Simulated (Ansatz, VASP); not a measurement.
AlN: VASP beside Ansatz

```
CELL_PARAMETERS angstrom
4.37714 0.00000 0.00000
0.00000 -4.37714 0.00000
0.00000 0.00000 -4.37714
ATOMIC_POSITIONS crystal
Al 0.93894 0.85607 0.93894
Al 0.50000 0.50000 0.00000
Al 0.50000 0.00000 0.50000
Al 0.00000 0.50000 0.50000
N 0.75000 0.75000 0.75000
N 0.25000 0.25000 0.75000
N 0.25000 0.75000 0.25000
N 0.75000 0.25000 0.25000
```

Alike in both runs: task single point; functional PBEsol; k mesh 6 × 6 × 6; occupations gaussian, width 0.05 eV; no spin polarisation.

|  | VASP | Ansatz |
| --- | --- | --- |
| version | VASP 6.6.1 | Ansatz 0.2.0 |
| potentials or method | VASP PAW PBE potentials, release 64 (Al, N), cutoff 520 eV | scalar-relativistic, plane waves, PAW |
| valence electrons in the cell | 32 | 32 |

Ansatz gave:

| Quantity | Value |
| --- | --- |
| gap on the k mesh at the Fermi level (eV) | 0.94 |
| least direct gap on the mesh (eV) | 1.11 |
| rms of the force components (eV/Å) | 14.302 |

Task: Estimate VASP's values.

Result: gap on the k mesh at the Fermi level (eV): 0.93; least direct gap on the mesh (eV): 1.10; rms of the force components (eV/Å): 13.885.

VASP's potentials were made for PBE, not for PBEsol, and Ansatz warns of the same on its side. Atom by atom the forces differ by 0.421 eV/Å (rms over components).
